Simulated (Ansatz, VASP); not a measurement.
**Two plane-wave programs on Ru**

File INCAR:

```
SYSTEM = Ru
ALGO = Normal ; EDIFF = 1E-8
ENCUT = 520 ; GGA = CA
ISIF = 2 ; ISMEAR = -1
LASPH = .True. ; LCHARG = .False.
LEFG = .True. ; LREAL = .False.
LWAVE = .False. ; NBANDS = 21
NELM = 60 ; PREC = Accurate
SIGMA = 0.05
```

File KPOINTS:

```
k-points
0
Gamma
  20 20 11
  0 0 0
```

File POSCAR:

```
Ru
1.0
    2.7058000000      0.0000000000      0.0000000000
   -1.3529000000      2.3432915376      0.0000000000
    0.0000000000      0.0000000000      4.2819000000
Ru
2
Direct
    0.3333333333      0.6666666667      0.2500000000
    0.6666666667      0.3333333333      0.7500000000
```

Input for Ansatz:

```yaml
crystal:
  lattice:
    - [2.7058, 0.0, 0.0]
    - [-1.3529, 2.3432915376, 0.0]
    - [0.0, 0.0, 4.2819]
  atoms:
    - { symbol: Ru, position: [0.3333333333, 0.6666666667, 0.25] }
    - { symbol: Ru, position: [0.6666666667, 0.3333333333, 0.75] }
kpoints:
  mp_grid: { grid: [20, 20, 11] }
scf:
  occupations: { method: fermi_dirac, width: 0.05 }
hamiltonian:
  xc: lda
  pseudopotentials: { kind: paw }
output:
  forces: true
  stress: true
  populations: true
  efg: { quadrupole_moments_barn: { Ru: 0.079 }, contact_densities: true }
```

Alike in both runs: task electric field gradients; functional LDA; k mesh 20 × 20 × 11; occupations fermi-dirac, width 0.05 eV; no spin polarisation.

```csv
,VASP,Ansatz
version,VASP 6.6.1,Ansatz 0.2.0
potentials or method,"VASP PAW LDA potentials, release 64 (Ru_pv)","plane-wave PAW, scalar-relativistic"
plane-wave cutoff (eV),520,420
valence electrons in the cell,28,32
```

Ansatz gave:

| Quantity | Value |
| --- | --- |
| pressure (GPa) | -12.3 |
| traceless stress, the component that is largest in VASP (GPa) | -1.58 |
| size of Vzz on the site where it differs most (V/Å²) | 12.8 |

Task: Which values does VASP return?

Result: Pressure (GPa): -11.5; traceless stress, the component that is largest in VASP (GPa): -1.52; size of Vzz on the site where it differs most (V/Å²): 16.0.

LDA's correlation is that of Perdew and Zunger in VASP and of Perdew and Wang (1992) in Ansatz. VASP's potentials hold 28 valence electrons a cell and Ansatz's 32, so a difference there can come from the potentials and not from the codes.
